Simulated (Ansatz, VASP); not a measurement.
# One calculation of Ti3Ag, two programs

Contents of INCAR:

```
PREC = Accurate
ENCUT = 520
EDIFF = 1E-7
ISMEAR = -1
SIGMA = 0.08
LREAL = F
LASPH = T
NELM = 60
ALGO = Normal
ISIF = 2
LWAVE = F
LCHARG = T
GGA = CA
LELF = T
LVHAR = T
NBANDS = 32
```

Contents of KPOINTS:

```
Automatic mesh
0
Gamma
  9 9 9
```

Contents of POSCAR:

```
Ti3Ag
1.0
    4.2420984238      0.0000000000      0.0000000000
    0.0000000000      4.2420984238      0.0000000000
    0.0000000000      0.0000000000      4.0019796451
Ti Ag
3 1
Direct
    0.0000000000      0.5000000000      0.5000000000
    0.5000000000      0.0000000000      0.5000000000
    0.5000000000      0.5000000000      0.0000000000
    0.0000000000      0.0000000000      0.0000000000
```

Input for Ansatz:

```yaml
crystal:
  lattice:
    - [4.2420984238, 0.0, 0.0]
    - [0.0, 4.2420984238, 0.0]
    - [0.0, 0.0, 4.0019796451]
  atoms:
    - { symbol: Ti, position: [0.0, 0.5, 0.5] }
    - { symbol: Ti, position: [0.5, 0.0, 0.5] }
    - { symbol: Ti, position: [0.5, 0.5, 0.0] }
    - { symbol: Ag, position: [0.0, 0.0, 0.0] }
kpoints:
  mp_grid: { grid: [9, 9, 9] }
  band_path:
    path:
      - [0.0, 0.0, 0.0]
      - [0.0, 0.5, 0.0]
      - [0.5, 0.5, 0.0]
      - [0.0, 0.0, 0.0]
      - [0.0, 0.0, 0.5]
      - [0.0, 0.5, 0.5]
      - [0.5, 0.5, 0.5]
      - [0.0, 0.0, 0.5]
      - [0.0, 0.5, 0.0]
    npoints: 5
scf:
  occupations: { method: fermi_dirac, width: 0.08 }
hamiltonian:
  xc: lda
  pseudopotentials: { kind: all_electron, lapw: { basis_error: 0.0005 } }
output:
  forces: true
  stress: true
  eigenvalues: true
```

Change from the starting cell: volume scaled by 1.04.

Alike in both runs: task single point; functional LDA; k mesh 9 × 9 × 9; occupations fermi-dirac, width 0.08 eV; no spin polarisation.

|  | VASP | Ansatz |
| --- | --- | --- |
| version | VASP 6.6.1 | Ansatz 0.2.0 |
| potentials or method | VASP PAW LDA potentials, release 64 (Ti_sv, Ag), cutoff 520 eV | all-electron LAPW, scalar-relativistic |

VASP gave:

- pressure (GPa): -13.1
- traceless stress, the component that is largest in VASP (GPa): 1.38

**Question.** What did Ansatz give for the same quantities?

**Answer.** Pressure (GPa): -13.2; traceless stress, the component that is largest in VASP (GPa): 1.38.

LDA's correlation is that of Perdew and Zunger in VASP and of Perdew and Wang (1992) in Ansatz. Ansatz ran all-electron here, and VASP with PAW potentials.
